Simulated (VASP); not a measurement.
# Bi (Fd-3m) in VASP: a series of runs

The runs below take Bi through single point, with LDA.

Everything below comes from runs of VASP 6.6.1. Logs are shortened: lines on timing, memory, paths and dates and some standing lists are left out, and cuts for length are marked.

## 1. The cell of the first run

The structure is cubic, space group Fd-3m (No. 227). The conventional cell has a = 6.447 Å, b = 6.447 Å, c = 6.447 Å, α = 90.00°, β = 90.00°, γ = 90.00°. Bi (site symmetry -43m) has 4 Bi at 2.79 Å within 3.7 Å.

## 2. Single point, LDA

INCAR

```
SYSTEM = Bi
ALGO = Normal
EDIFF = 1E-6
ENCUT = 520
ISIF = 2
ISMEAR = -1
LASPH = .TRUE.
LCHARG = .TRUE.
LELF = .TRUE.
LREAL = .FALSE.
LVHAR = .TRUE.
LWAVE = .FALSE.
NBANDS = 22
NELM = 100
PREC = Accurate
SIGMA = 0.08
```

KPOINTS

```
k-points
0
G
  10 10 10
  0 0 0
```

POSCAR

```
Bi
1.0
    0.0000000000      3.2236668718      3.2236668718
    3.2236668718      0.0000000000      3.2236668718
    3.2236668718      3.2236668718      0.0000000000
Bi
2
Direct
   -0.1250000000     -0.1250000000     -0.1250000000
    0.1250000000      0.1250000000      0.1250000000
```

Potentials or basis: VASP PAW LDA potentials, release 64 (Bi_d).

Launch:

```console
> cat potpaw_LDA.64/Bi_d/POTCAR > POTCAR
> mpirun -np 1 vasp_std > vasp.out
```

OUTCAR:

```text
SYSTEM = Bi
   EDIFF = 1E-6
   ENCUT = 520
   ISIF = 2
   ISMEAR = -1
   LASPH = .TRUE.
   LREAL = .FALSE.
   NELM = 100
   PREC = Accurate

 ion  position               nearest neighbor table
   1  0.875  0.875  0.875-   2 2.79   2 2.79   2 2.79   2 2.79
   2  0.125  0.125  0.125-   1 2.79   1 2.79   1 2.79   1 2.79

  LATTYP: Found a face centered cubic cell.
 ALAT       =     6.4473337436

  Lattice vectors:

 A1 = (   0.0000000000,   3.2236668718,   3.2236668718)
 A2 = (   3.2236668718,   0.0000000000,   3.2236668718)
 A3 = (   3.2236668718,   3.2236668718,   0.0000000000)

Analysis of symmetry for initial positions (statically):
=====================================================================
 Subroutine PRICEL returns:
 Original cell was already a primitive cell.

 Routine SETGRP: Setting up the symmetry group for a
 face centered cubic supercell.

 Subroutine GETGRP returns: Found 48 space group operations
 (whereof 12 operations were pure point group operations)
 out of a pool of 48 trial point group operations.

The static configuration has the point symmetry D_3d.
 The point group associated with its full space group is O_h .

Analysis of symmetry for dynamics (positions and initial velocities):
=====================================================================
 Subroutine PRICEL returns:
 Original cell was already a primitive cell.

 Routine SETGRP: Setting up the symmetry group for a
 face centered cubic supercell.

 Subroutine GETGRP returns: Found 48 space group operations
 (whereof 12 operations were pure point group operations)
 out of a pool of 48 trial point group operations.

The dynamic configuration has the point symmetry D_3d.
 The point group associated with its full space group is O_h .

 Subroutine INISYM returns: Found 48 space group operations
 (whereof 12 operations are pure point group operations),
 and found     1 'primitive' translations

----------------------------------------------------------------------------------------

                                     Primitive cell

  volume of cell :      67.0009

  direct lattice vectors                    reciprocal lattice vectors
     0.000000000  3.223666872  3.223666872    -0.155102875  0.155102875  0.155102875
     3.223666872  0.000000000  3.223666872     0.155102875 -0.155102875  0.155102875
     3.223666872  3.223666872  0.000000000     0.155102875  0.155102875 -0.155102875

  length of vectors
     4.558953411  4.558953411  4.558953411     0.268646060  0.268646060  0.268646060

  position of ions in fractional coordinates (direct lattice)
     0.875000000  0.875000000  0.875000000
     0.125000000  0.125000000  0.125000000
[... 77 lines left out ...]
   EDIFF  = 0.1E-05   stopping-criterion for ELM
   LREAL  =      F    real-space projection
   EDIFFG = 0.1E-04   stopping-criterion for IOM
   NSW    =      0    number of steps for IOM
   IBRION =     -1    ionic relax: 0-MD 1-quasi-New 2-CG
   NFREE  =      0    steps in history (QN), initial steepest desc. (CG)
   ISIF   =      2    stress and relaxation
   ISYM   =      2    0-nonsym 1-usesym 2-fastsym
   POTIM  = 0.5000    time-step for ionic-motion
   TEBEG  =    0.0;   TEEND  =   0.0 temperature during run
   PSTRESS=    0.0 pullay stress
   NELECT =      30.0000    total number of electrons
   NUPDOWN=      -1.0000    fix difference up-down
   EMIN   =  10.00;   EMAX   =-10.00  energy-range for DOS
   EFERMI =   0.00;   METHOD = LEGACY
   ISMEAR =    -1;   SIGMA  =   0.08  broadening in eV -4-tet -1-fermi 0-gaus
   EFERMI_NEDOS =   21; number of points for ismear=-14 and -15
   IALGO  =     38    algorithm
   IMIX   =      4    mixing-type and parameters
     AMIX     =   0.40;   BMIX     =  1.00
     AMIX_MAG =   1.60;   BMIX_MAG =  1.00
  volume/ion in A,a.u.               =      33.50       226.07
  Fermi-wavevector in a.u.,A,eV,Ry     =   1.252435  2.366758 21.341999  1.568593
  Thomas-Fermi vector in A             =   2.386335
   LORBIT       =      0    0 simple, 1 ext, 2 COOP (PROOUT), +10 PAW based schemes
   GGA     = CA    functional components
   LHFCALC =     F    Hartree Fock is set to
   AEXX    =    0.0000 exact exchange contribution
   IVDW    =     0    specifies the selected vdW correction
   LEPSILON=     F    determine dielectric tensor
   LRPA    =     F    only Hartree local field effects (RPA)
 non-spin polarized calculation
  energy-cutoff  :      520.00
  volume of cell :       67.00
 maximum number of plane-waves:      1832
 NGX is ok and might be reduce to    36
   NGX = 17   NGY = 17   NGZ = 17

 number of electron      30.0000006 magnetization

 Free energy of the ion-electron system (eV)
  ---------------------------------------------------
  ext. energy  EPLUGINS =         0.00000000
  ---------------------------------------------------
  free energy    TOTEN  =        -7.48908585 eV

  energy without entropy =       -7.45867412  energy(sigma->0) =       -7.47387999

 E-fermi :   6.9406     XC(G=0):  -9.8198

 val. band max:        6.9201227595   @ k =   0.5000   0.4000   0.1000
 cond. band min:       6.9451902712   @ k =   0.4000   0.3000   0.1000
 fundamental gap:      0.0250675117
 Fermi energy:         6.9405532659

 k-point     1 :       0.0000    0.0000    0.0000
  band No.  band energies     occupation
      1     -16.4607      2.00000
      2     -16.4607      2.00000
      3     -16.4607      2.00000
      4     -16.3489      2.00000
      5     -16.3489      2.00000
      6     -15.8675      2.00000
[... 589 lines left out ...]
     21      15.7652      0.00000
     22      16.4329      0.00000

 [... further k-points ...]

------------------------ aborting loop because EDIFF is reached ----------------------------------------

  FORCE on cell =-STRESS in cart. coord.  units (eV):
  Direction    XX          YY          ZZ          XY          YZ          ZX
  --------------------------------------------------------------------------------------
  -------------------------------------------------------------------------------------
  Total        8.0308965      8.0308965      8.0308965     -0.0000000     -0.0000000      0.0000000
  in kB      192.0410830    192.0410830    192.0410830     -0.0000000     -0.0000000      0.0000000
  external PRESSURE =     192.0410830 kB  Pullay stress =       0.0000000 kB

 VOLUME and BASIS-vectors are now :
 -----------------------------------------------------------------------------
  energy-cutoff  :      520.00
  volume of cell :       67.00
      direct lattice vectors                 reciprocal lattice vectors
     0.000000000  3.223666872  3.223666872    -0.155102875  0.155102875  0.155102875
     3.223666872  0.000000000  3.223666872     0.155102875 -0.155102875  0.155102875
     3.223666872  3.223666872  0.000000000     0.155102875  0.155102875 -0.155102875

 POSITION                                       TOTAL-FORCE (eV/Angst)
 -----------------------------------------------------------------------------------
      5.64142      5.64142      5.64142        -0.000000     -0.000000     -0.000000
      0.80592      0.80592      0.80592         0.000000      0.000000      0.000000
 -----------------------------------------------------------------------------------
    total drift:                                0.000000      0.000000      0.000000

  FREE ENERGIE OF THE ION-ELECTRON SYSTEM (eV)
  ---------------------------------------------------
  free  energy   TOTEN  =        -7.4890858525 eV

  energy  without entropy=       -7.4586741205  energy(sigma->0) =       -7.47387999
```

OSZICAR:

```text
N       E                     dE             d eps       ncg     rms          rms(c)
DAV:   1     0.309784418103E+03    0.30978E+03   -0.16227E+04  2068   0.166E+03
DAV:   2     0.200386256494E+02   -0.28975E+03   -0.28249E+03  2098   0.444E+02
DAV:   3    -0.657536033971E+01   -0.26614E+02   -0.26213E+02  2502   0.147E+02
DAV:   4    -0.752967885142E+01   -0.95432E+00   -0.95227E+00  2528   0.301E+01
DAV:   5    -0.757328560265E+01   -0.43607E-01   -0.43604E-01  3004   0.580E+00    0.165E+00
DAV:   6    -0.751501215960E+01    0.58273E-01   -0.31592E-02  2866   0.129E+00    0.905E-01
DAV:   7    -0.748898467351E+01    0.26027E-01   -0.34534E-02  2430   0.129E+00    0.107E-01
DAV:   8    -0.748907710939E+01   -0.92436E-04   -0.21510E-03  2452   0.305E-01    0.136E-02
DAV:   9    -0.748908724996E+01   -0.10141E-04   -0.11652E-04  3104   0.684E-02    0.767E-03
DAV:  10    -0.748908717621E+01    0.73748E-07   -0.11363E-05  2840   0.462E-02    0.765E-03
DAV:  11    -0.748908599255E+01    0.11837E-05   -0.12094E-06  1298   0.141E-02    0.271E-03
DAV:  12    -0.748908585252E+01    0.14003E-06   -0.55062E-07  1196   0.871E-03
   1 F= -.74890859E+01 E0= -.74738800E+01  d E =-.304117E-01
```

It took 61 s on 1 thread of AMD EPYC 7R43 (Zen 3), shared host; peak memory 0.16 GiB.

Results:

- Free energy: -7.4891 eV
- Pressure: 19.2 GPa
- Band gap on the k mesh: zero (band 15 reaches 7.92 eV, above the bottom of band 16 at 6.21 eV)

Caveat: spin-orbit coupling is left out, which moves the levels of the heavy elements.

## 3. Single point, LDA

INCAR

```
SYSTEM = Bi
PREC = Accurate
ENCUT = 520
EDIFF = 1E-6
ISMEAR = -1
SIGMA = 0.08
LREAL = .FALSE.
LASPH = .TRUE.
NELM = 80
ALGO = Normal
ISIF = 2
LWAVE = .FALSE.
LCHARG = .FALSE.
GGA = CA
NBANDS = 22
```

KPOINTS

```
Automatic mesh
0
G
  10 10 10
  0 0 0
```

POSCAR

```
Bi
1.0
    0.0000000000      3.2240515143      3.2240515143
    3.2240515143      0.0000000000      3.2240515143
    3.2240515143      3.2240515143      0.0000000000
Bi
2
Direct
   -0.1250000000     -0.1250000000     -0.1250000000
    0.1250000000      0.1250000000      0.1250000000
```

Potentials or basis: VASP PAW LDA potentials, release 64 (Bi_d).

Launch:

```console
> cat potpaw_LDA.64/Bi_d/POTCAR > POTCAR
> mpirun -np 1 vasp_std > vasp.out
```

Wall time 56 s (1 thread of AMD EPYC 7R43 (Zen 3), shared host); peak memory 0.16 GiB.

It converged, with:

```yaml
Free_energy: -7.4920 eV
Pressure: 19.2 GPa
Band_gap_on_the_k_mesh: zero (band 15 reaches 7.91 eV, above the bottom of band 16 at 6.21 eV)
```

Levels at points of the mesh, in eV from the Fermi level:
| k point | band 12 | band 13 | band 14 | band 15 | band 16 | band 17 | band 18 | band 19 |
| --- | --- | --- | --- | --- | --- | --- | --- | --- |
| (0.00, 0.00, 0.00) | -6.21 | -1.59 | -1.59 | -1.59 | 0.87 | 0.87 | 0.87 | 3.17 |
| (0.50, 0.00, 0.00) | -10.00 | -2.85 | -2.85 | -2.83 | 2.19 | 2.19 | 4.55 | 6.59 |
| (0.50, 0.50, 0.00) | -11.64 | -4.20 | -4.20 | -0.73 | -0.73 | 6.25 | 6.25 | 7.61 |

Caveat: spin-orbit coupling is left out, which moves the levels of the heavy elements.
